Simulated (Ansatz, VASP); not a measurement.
## One calculation of KBr, two programs

Contents of INCAR:

```
SYSTEM = KBr
PREC = Accurate
ENCUT = 500
EDIFF = 1E-6
ISMEAR = 0
SIGMA = 0.02
LREAL = .FALSE.
LASPH = .TRUE.
NELM = 120
ALGO = Normal
ISIF = 2
LWAVE = .FALSE.
LCHARG = .TRUE.
GGA = PS
LELF = .TRUE.
LVHAR = .TRUE.
NBANDS = 15
GGA_COMPAT = .FALSE.
```

KPOINTS

```
Automatic mesh
0
G
  6 6 6
  0 0 0
```

Contents of POSCAR:

```
KBr
1.0
    0.0000000000      3.2733087712      3.2733087712
    3.2733087712      0.0000000000      3.2733087712
    3.2733087712      3.2733087712      0.0000000000
K Br
1 1
Direct
    0.0000000000      0.0000000000      0.0000000000
    0.5000000000      0.5000000000      0.5000000000
```

Input for Ansatz:

```yaml
crystal:
  lattice:
    - [0.0, 3.2733087712, 3.2733087712]
    - [3.2733087712, 0.0, 3.2733087712]
    - [3.2733087712, 3.2733087712, 0.0]
  atoms:
    - { symbol: K, position: [0.0, 0.0, 0.0] }
    - { symbol: Br, position: [0.5, 0.5, 0.5] }
basis:
  ecutwfc: 420
kpoints:
  mp_grid: { grid: [6, 6, 6] }
hamiltonian:
  xc: pbesol
scf:
  occupations: { method: gaussian, width: 0.02 }
output:
  forces: true
  stress: true
  eigenvalues: true
```

Alike in both runs: task single point; functional PBEsol; k mesh 6 × 6 × 6; occupations gaussian, width 0.02 eV; no spin polarisation.

|  | VASP | Ansatz |
| --- | --- | --- |
| version | VASP 6.6.1 | Ansatz 0.2.0 |
| potentials or method | VASP PAW PBE potentials, release 64 (K_sv, Br), cutoff 500 eV | scalar-relativistic, plane waves, PAW |
| valence electrons in the cell | 16 | 16 |

```tsv
	VASP	Ansatz	Ansatz less VASP
gap on the k mesh at the Fermi level (eV)	4.34	4.34	+0.003
least direct gap on the mesh (eV)	4.34	4.34	+0.003
pressure (GPa)	0.1	0.0	-0.05
```

VASP's potentials were made for PBE, not for PBEsol.
